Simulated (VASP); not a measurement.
# ZnS (Cmc2_1) in VASP: further runs

ZnS is run at these levels: PBE, r2SCAN; tasks: single point.

Program: VASP 6.6.1. These are calculated values, not measurements. Logs are shortened: lines on timing, memory, paths and dates and some standing lists are left out, and cuts for length are marked.

### 1 The cell of the first run

The structure is orthorhombic, space group Cmc2_1 (No. 36). Conventional cell: a = 3.996 Å, b = 6.591 Å, c = 6.244 Å, α = 90.00°, β = 90.00°, γ = 90.00°. Zn (site symmetry m) has 4 S at 2.36 to 2.39 Å within 3.1 Å. S (site symmetry m) has 4 Zn at 2.36 to 2.39 Å within 3.1 Å.

### 2 Single point, PBE (uniaxial x strain +5.0%)

The input, INCAR:

```
PREC = Accurate ; ENCUT = 520
EDIFF = 1E-6 ; ISMEAR = -1
SIGMA = 0.02 ; LREAL = False
LASPH = True ; NELM = 100
ALGO = Normal ; ISIF = 2
LWAVE = False ; LCHARG = False
GGA = PE ; NBANDS = 26
```

The input, KPOINTS:

```
regular mesh
0
Gamma
  12 12 4
```

The input, POSCAR:

```
ZnS
1.0
    3.9957233866      0.0000000000      0.0000000000
   -1.9978616933      3.2956171041      0.0000000000
    0.0000000000      0.0000000000      6.2439931014
Zn S
2 2
Direct
    0.3341301276      0.6682602552     -0.0015819157
    0.6658698724      0.3317397448      0.4984180843
    0.3268911814      0.6537823628      0.3765819157
    0.6731088186      0.3462176372      0.8765819157
```

Potentials or basis: VASP PAW PBE potentials, release 64 (Zn, S).

The run is started by

```bash
$ cat potpaw_PBE.64/Zn/POTCAR potpaw_PBE.64/S/POTCAR > POTCAR
$ mpirun -np 1 vasp_std > vasp.out
```

OUTCAR:

```text
PREC = Accurate
   ENCUT = 520
   EDIFF = 1E-6
   ISMEAR = -1
   LREAL = False
   LASPH = True
   NELM = 100
   ISIF = 2
   GGA = PE

 ion  position               nearest neighbor table
   1  0.334  0.668  0.998-   4 2.36   3 2.36   4 2.39   4 2.39
   2  0.666  0.332  0.498-   3 2.36   4 2.36   3 2.39   3 2.39
   3  0.327  0.654  0.377-   2 2.36   1 2.36   2 2.39   2 2.39
   4  0.673  0.346  0.877-   1 2.36   2 2.36   1 2.39   1 2.39

  Warning from LATTYP: Monoclinic adjustment (A1->A3, A2->A1, A3->A2)!
  LATTYP: Found a base centered orthorhombic cell.
 ALAT       =     3.9957233866
 B/A-ratio  =     1.6495721977
 C/A-ratio  =     1.5626690082

  Lattice vectors:

 A1 = (   1.9978616933,  -3.2956171041,   0.0000000000)
 A2 = (   1.9978616933,   3.2956171041,   0.0000000000)
 A3 = (   0.0000000000,   0.0000000000,   6.2439931014)

Analysis of symmetry for initial positions (statically):
=====================================================================
 Subroutine PRICEL returns:
 Original cell was already a primitive cell.

 Routine SETGRP: Setting up the symmetry group for a
 base centered orthorhombic supercell.

 Subroutine GETGRP returns: Found  4 space group operations
 (whereof  2 operations were pure point group operations)
 out of a pool of  8 trial point group operations.

The static configuration has the point symmetry C_1h.
 The point group associated with its full space group is C_2v.

Analysis of symmetry for dynamics (positions and initial velocities):
=====================================================================
 Subroutine PRICEL returns:
 Original cell was already a primitive cell.

 Routine SETGRP: Setting up the symmetry group for a
 base centered orthorhombic supercell.

 Subroutine GETGRP returns: Found  4 space group operations
 (whereof  2 operations were pure point group operations)
 out of a pool of  8 trial point group operations.

The dynamic configuration has the point symmetry C_1h.
 The point group associated with its full space group is C_2v.

 Subroutine INISYM returns: Found  4 space group operations
 (whereof  2 operations are pure point group operations),
 and found     1 'primitive' translations

----------------------------------------------------------------------------------------

                                     Primitive cell

  volume of cell :      82.2232

  direct lattice vectors                    reciprocal lattice vectors
     3.995723387  0.000000000  0.000000000     0.250267574  0.151716654  0.000000000
    -1.997861693  3.295617104  0.000000000     0.000000000  0.303433308  0.000000000
     0.000000000  0.000000000  6.243993101     0.000000000  0.000000000  0.160153925

  length of vectors
     3.995723387  3.853899771  6.243993101     0.292663291  0.303433308  0.160153925

  position of ions in fractional coordinates (direct lattice)
     0.334130128  0.668260255  0.998418084
     0.665869872  0.331739745  0.498418084
     0.326891181  0.653782363  0.376581916
     0.673108819  0.346217637  0.876581916

  ion indices of the primitive-cell ions
   primitive index   ion index
                 1           1
                 2           2
                 3           3
                 4           4

----------------------------------------------------------------------------------------

 KPOINTS: regular mesh

Automatic generation of k-mesh.
 Grid dimensions read from file:
 generate k-points for:   12   12    4

 Generating k-lattice:

  Cartesian coordinates                     Fractional coordinates (reciprocal lattice)
     0.020855631  0.012643055  0.000000000     0.083333333 -0.000000000  0.000000000
     0.000000000  0.025286109  0.000000000     0.000000000  0.083333333  0.000000000
     0.000000000  0.000000000  0.040038481     0.000000000  0.000000000  0.250000000

  Length of vectors
     0.024388608  0.025286109  0.040038481

  Shift w.r.t. Gamma in fractional coordinates (k-lattice)
     0.000000000  0.000000000  0.000000000

 Subroutine IBZKPT returns following result:
 ===========================================

 Found    129 irreducible k-points:

 Following reciprocal coordinates:
            Coordinates               Weight
  0.000000  0.000000  0.000000      1.000000
  0.083333 -0.000000  0.000000      4.000000
  0.166667 -0.000000  0.000000      4.000000
  0.250000 -0.000000  0.000000      4.000000
  0.333333  0.000000  0.000000      4.000000
  0.416667 -0.000000  0.000000      4.000000
[... 16 lines left out ...]
  0.333333  0.166667  0.000000      4.000000
  0.416667  0.166667  0.000000      4.000000
 [... further k-points ...]
   k-points           NKPTS =    129   k-points in BZ     NKDIM =    129   number of bands    NBANDS=     26
   number of dos      NEDOS =    301   number of ions     NIONS =      4
   total plane-waves  NPLWV =  43200
   dimension x,y,z NGX =    30 NGY =   30 NGZ =   48
   dimension x,y,z NGXF=    60 NGYF=   60 NGZF=   96
   ions per type =               2   2
   NGX,Y,Z   is equivalent  to a cutoff of  12.48, 12.94, 12.78 a.u.
   NGXF,Y,Z  is equivalent  to a cutoff of  24.96, 25.88, 25.56 a.u.
 SYSTEM =  unknown system
   PREC   = accura    normal or accurate (medium, high low for compatibility)
   ISTART =      0    job   : 0-new  1-cont  2-samecut
   ICHARG =      2    charge: 1-file 2-atom 10-const
   ISPIN  =      1    spin polarized calculation?
   LNONCOLLINEAR =      F non collinear calculations
   LSORBIT =      F    spin-orbit coupling
   LASPH  =      T    aspherical Exc in radial PAW
   ENCUT  =  520.0 eV  38.22 Ry    6.18 a.u.   7.43  7.17 11.61*2*pi/ulx,y,z
   NELM   =    100;   NELMIN=  2; NELMDL= -5     # of ELM steps
   EDIFF  = 0.1E-05   stopping-criterion for ELM
   LREAL  =      F    real-space projection
   EDIFFG = 0.1E-04   stopping-criterion for IOM
   NSW    =      0    number of steps for IOM
   IBRION =     -1    ionic relax: 0-MD 1-quasi-New 2-CG
   NFREE  =      0    steps in history (QN), initial steepest desc. (CG)
   ISIF   =      2    stress and relaxation
   ISYM   =      2    0-nonsym 1-usesym 2-fastsym
   POTIM  = 0.5000    time-step for ionic-motion
   TEBEG  =    0.0;   TEEND  =   0.0 temperature during run
   PSTRESS=    0.0 pullay stress
   NELECT =      36.0000    total number of electrons
   NUPDOWN=      -1.0000    fix difference up-down
   EMIN   =  10.00;   EMAX   =-10.00  energy-range for DOS
   EFERMI =   0.00;   METHOD = LEGACY
   ISMEAR =    -1;   SIGMA  =   0.02  broadening in eV -4-tet -1-fermi 0-gaus
   EFERMI_NEDOS =   21; number of points for ismear=-14 and -15
   IALGO  =     38    algorithm
   IMIX   =      4    mixing-type and parameters
     AMIX     =   0.40;   BMIX     =  1.00
     AMIX_MAG =   1.60;   BMIX_MAG =  1.00
  volume/ion in A,a.u.               =      20.56       138.72
  Fermi-wavevector in a.u.,A,eV,Ry     =   1.243114  2.349144 21.025509  1.545331
  Thomas-Fermi vector in A             =   2.377439
   LORBIT       =      0    0 simple, 1 ext, 2 COOP (PROOUT), +10 PAW based schemes
   GGA     = PE    functional components
   LHFCALC =     F    Hartree Fock is set to
   AEXX    =    0.0000 exact exchange contribution
   IVDW    =     0    specifies the selected vdW correction
   LEPSILON=     F    determine dielectric tensor
   LRPA    =     F    only Hartree local field effects (RPA)
 non-spin polarized calculation
  energy-cutoff  :      520.00
  volume of cell :       82.22
 maximum number of plane-waves:      2236
 NGX is ok and might be reduce to    30
   NGX = 15   NGY = 15   NGZ = 23

 number of electron      35.9999983 magnetization

 Free energy of the ion-electron system (eV)
  ---------------------------------------------------
  ext. energy  EPLUGINS =         0.00000000
  ---------------------------------------------------
  free energy    TOTEN  =       -13.66248248 eV

  energy without entropy =      -13.66248248  energy(sigma->0) =      -13.66248248

 E-fermi :   2.1841     XC(G=0):  -9.4320

 val. band max:        1.7961830283   @ k =   0.0000   0.0000   0.0000
 cond. band min:       3.7492672269   @ k =   0.0000   0.0000   0.0000
 fundamental gap:      1.9530841986
 Fermi energy:         2.1840918772

 k-point     1 :       0.0000    0.0000    0.0000
  band No.  band energies     occupation
      1     -11.1327      2.00000
      2     -10.2327      2.00000
      3      -4.4315      2.00000
      4      -4.4302      2.00000
      5      -4.4184      2.00000
      6      -4.3607      2.00000
[... 18 lines left out ...]
     25       9.4894      0.00000
     26      10.9492      0.00000

 k-point     2 :       0.0833   -0.0000    0.0000
  band No.  band energies     occupation
      1     -11.0910      2.00000
      2     -10.2113      2.00000
      3      -4.4368      2.00000
      4      -4.4163      2.00000
      5      -4.4125      2.00000
      6      -4.3525      2.00000
[... 18 lines left out ...]
     25       9.6347      0.00000
     26      10.6646      0.00000

 k-point     3 :       0.1667   -0.0000    0.0000
  band No.  band energies     occupation
      1     -10.9715      2.00000
      2     -10.1541      2.00000
      3      -4.4388      2.00000
      4      -4.3942      2.00000
      5      -4.3925      2.00000
      6      -4.3284      2.00000
[... 18 lines left out ...]
     25      10.0176      0.00000
     26      10.1878      0.00000

 k-point     4 :       0.2500   -0.0000    0.0000
  band No.  band energies     occupation
      1     -10.7921      2.00000
      2     -10.0811      2.00000
      3      -4.4338      2.00000
      4      -4.3691      2.00000
      5      -4.3641      2.00000
      6      -4.2839      2.00000
[... 18 lines left out ...]
     25      10.0202      0.00000
     26      10.5852      0.00000

 k-point     5 :       0.3333    0.0000    0.0000
  band No.  band energies     occupation
      1     -10.5849      2.00000
      2     -10.0219      2.00000
      3      -4.4213      2.00000
      4      -4.3445      2.00000
      5      -4.3250      2.00000
      6      -4.2204      2.00000
[... 18 lines left out ...]
     25      10.3742      0.00000
     26      11.0316      0.00000

 k-point     6 :       0.4167   -0.0000    0.0000
  band No.  band energies     occupation
      1     -10.3999      2.00000
      2     -10.0020      2.00000
      3      -4.4124      2.00000
      4      -4.3300      2.00000
      5      -4.2579      2.00000
      6      -4.1721      2.00000
[... 427 lines left out ...]
 k-point    21 :       0.1667    0.1667    0.0000
  band No.  band energies     occupation
      1     -10.6732      2.00000
      2     -10.0289      2.00000
      3      -4.3996      2.00000
      4      -4.3737      2.00000
      5      -4.3390      2.00000
      6      -4.2855      2.00000
[... 18 lines left out ...]
     25      10.4225      0.00000
     26      10.7151      0.00000

 k-point    22 :       0.2500    0.1667    0.0000
  band No.  band energies     occupation
      1     -10.4818      2.00000
      2      -9.9878      2.00000
      3      -4.3825      2.00000
      4      -4.3453      2.00000
      5      -4.2884      2.00000
      6      -4.2454      2.00000
[... 18 lines left out ...]
     25      10.5121      0.00000
     26      10.8604      0.00000

 k-point    23 :       0.3333    0.1667    0.0000
  band No.  band energies     occupation
      1     -10.3128      2.00000
      2      -9.9878      2.00000
      3      -4.3875      2.00000
      4      -4.3185      2.00000
      5      -4.2087      2.00000
      6      -4.1976      2.00000
[... 18 lines left out ...]
     25      10.5403      0.00000
     26      11.1577      0.00000

 k-point    24 :       0.4167    0.1667    0.0000
  band No.  band energies     occupation
      1     -10.2403      2.00000
      2     -10.0086      2.00000
      3      -4.3926      2.00000
      4      -4.3120      2.00000
      5      -4.1836      2.00000
      6      -4.1437      2.00000
[... 18 lines left out ...]
     25      10.9106      0.00000
     26      11.6291      0.00000

 [... further k-points ...]
[... 5 lines left out ...]
  --------------------------------------------------------------------------------------
  -------------------------------------------------------------------------------------
  Total       -1.6830277     -0.1425643      0.1816827      0.0000000      0.0000000      0.0000000
  in kB      -32.7949719     -2.7779656      3.5402142      0.0000000      0.0000000      0.0000000
  external PRESSURE =     -10.6775744 kB  Pullay stress =       0.0000000 kB

 VOLUME and BASIS-vectors are now :
 -----------------------------------------------------------------------------
  energy-cutoff  :      520.00
  volume of cell :       82.22
      direct lattice vectors                 reciprocal lattice vectors
     3.995723387  0.000000000  0.000000000     0.250267574  0.151716654  0.000000000
    -1.997861693  3.295617104  0.000000000     0.000000000  0.303433308  0.000000000
     0.000000000  0.000000000  6.243993101     0.000000000  0.000000000  0.160153925

 POSITION                                       TOTAL-FORCE (eV/Angst)
 -----------------------------------------------------------------------------------
     -0.00000      2.20233      6.23412        -0.000000     -0.005449     -0.008207
      1.99786      1.09329      3.11212         0.000000      0.005449     -0.008207
      0.00000      2.15462      2.35137        -0.000000     -0.012379      0.008207
      1.99786      1.14100      5.47337         0.000000      0.012379      0.008207
 -----------------------------------------------------------------------------------
    total drift:                               -0.000000     -0.000001     -0.000966

  FREE ENERGIE OF THE ION-ELECTRON SYSTEM (eV)
  ---------------------------------------------------
  free  energy   TOTEN  =       -13.6624824771 eV

  energy  without entropy=      -13.6624824771  energy(sigma->0) =      -13.66248248
```

It took 6.4 min on 1 thread of Intel Xeon 8259CL, shared host; peak memory 0.36 GiB.

What came out:

| Quantity | Value |
| --- | --- |
| Free energy | -13.6625 eV |
| Pressure | -1.1 GPa |
| Largest force | 0.015 eV/Å |
| Band gap on the k mesh | 1.95 eV |

Forces in eV/Å, atoms in the order of the input:
```
Zn   0.000 -0.005 -0.008
Zn   0.000  0.005 -0.008
S    0.000 -0.012  0.008
S    0.000  0.012  0.008
```

Caveat: the cell differs from its parent crystal (uniaxial x strain +5.0%). A k mesh can miss the band edges.

### 3 Single point, r2SCAN (uniaxial x strain +5.0%)

POSCAR is that of step 2.

The input, INCAR.step1:

```
SYSTEM = ZnS
PREC     = Accurate       ! precision mode
ENCUT    = 520            ! plane-wave cutoff, eV
ISMEAR   = 0              ! smearing method
SIGMA    = 0.01           ! smearing width, eV
LREAL    = .False.        ! projectors in reciprocal space
LASPH    = .True.         ! aspherical terms in the spheres
NELM     = 60             ! most SCF steps
NBANDS   = 26             ! bands
GGA      = PE             ! functional
ALGO     = Normal         ! electronic algorithm
EDIFF    = 1E-4           ! SCF threshold, eV
LWAVE    = .True.         ! write WAVECAR
LCHARG   = .False.        ! write CHGCAR
```

The input, INCAR.step2:

```
SYSTEM = ZnS
PREC     = Accurate       ! precision mode
ENCUT    = 520            ! plane-wave cutoff, eV
EDIFF    = 1E-6           ! SCF threshold, eV
ISMEAR   = 0              ! smearing method
SIGMA    = 0.01           ! smearing width, eV
LREAL    = .False.        ! projectors in reciprocal space
LASPH    = .True.         ! aspherical terms in the spheres
NELM     = 60             ! most SCF steps
ALGO     = Normal         ! electronic algorithm
ISIF     = 2              ! what is computed and relaxed
LWAVE    = .False.        ! write WAVECAR
LCHARG   = .False.        ! write CHGCAR
METAGGA  = R2SCAN         ! meta-GGA
LMIXTAU  = .True.       
NBANDS   = 26             ! bands
ISTART   = 1
```

The input, KPOINTS:

```
Automatic mesh
0
Gamma
  12 12 4
  0 0 0
```

Potentials or basis: VASP PAW PBE potentials, release 64 (Zn, S).

The run is started by

```bash
$ cat potpaw_PBE.64/Zn/POTCAR potpaw_PBE.64/S/POTCAR > POTCAR
$ cp INCAR.step1 INCAR
$ mpirun -np 1 vasp_std > vasp.out
$ cp INCAR.step2 INCAR
$ mpirun -np 1 vasp_std > vasp.out
```

Wall time 25 min (1 thread of Intel Xeon 8259CL, shared host); peak memory 0.37 GiB.

The run converged. Its results:

```yaml
Free_energy: -37.6514 eV
Pressure: -3.3 GPa
Largest_force: 0.024 eV/Å
Band_gap_on_the_k_mesh: 2.51 eV
```

Forces in eV/Å, atoms in the order of the input:
```
Zn   0.000  0.023 -0.003
Zn   0.000 -0.023 -0.003
S    0.000 -0.002  0.003
S    0.000  0.002  0.003
```

Stress tensor (GPa, compression positive):
```
-5.67  0.00  0.00
 0.00 -2.47  0.00
 0.00  0.00 -1.84
```

Levels at points of the mesh, in eV from the valence-band top:
| k point | band 14 | band 15 | band 16 | band 17 | band 18 | band 19 | band 20 | band 21 | band 22 | band 23 |
| --- | --- | --- | --- | --- | --- | --- | --- | --- | --- | --- |
| (0.00, 0.00, 0.00) | -1.12 | -0.85 | -0.17 | -0.06 | 0.00 | 2.51 | 3.23 | 6.45 | 6.97 | 7.30 |
| (0.50, 0.00, 0.00) | -4.06 | -3.17 | -2.13 | -1.64 | -0.80 | 4.10 | 4.80 | 5.66 | 7.50 | 7.80 |
| (0.00, 0.50, 0.00) | -3.88 | -3.11 | -2.49 | -1.52 | -1.09 | 3.55 | 4.27 | 5.35 | 7.06 | 8.18 |
| (0.00, 0.00, 0.50) | -2.74 | -0.67 | -0.67 | -0.44 | -0.44 | 3.77 | 3.77 | 6.97 | 6.97 | 7.22 |
| (0.50, 0.00, 0.50) | -4.81 | -1.56 | -1.56 | -1.47 | -1.47 | 4.01 | 4.01 | 5.71 | 5.71 | 9.36 |
| (0.00, 0.50, 0.50) | -4.68 | -1.85 | -1.85 | -1.52 | -1.52 | 3.78 | 3.78 | 5.61 | 5.61 | 9.08 |

Caveat: the cell differs from its parent crystal (uniaxial x strain +5.0%); the cell stands under tension; the PAW data sets were made with another functional, which shifts forces and pressure a little. A k mesh can miss the band edges.
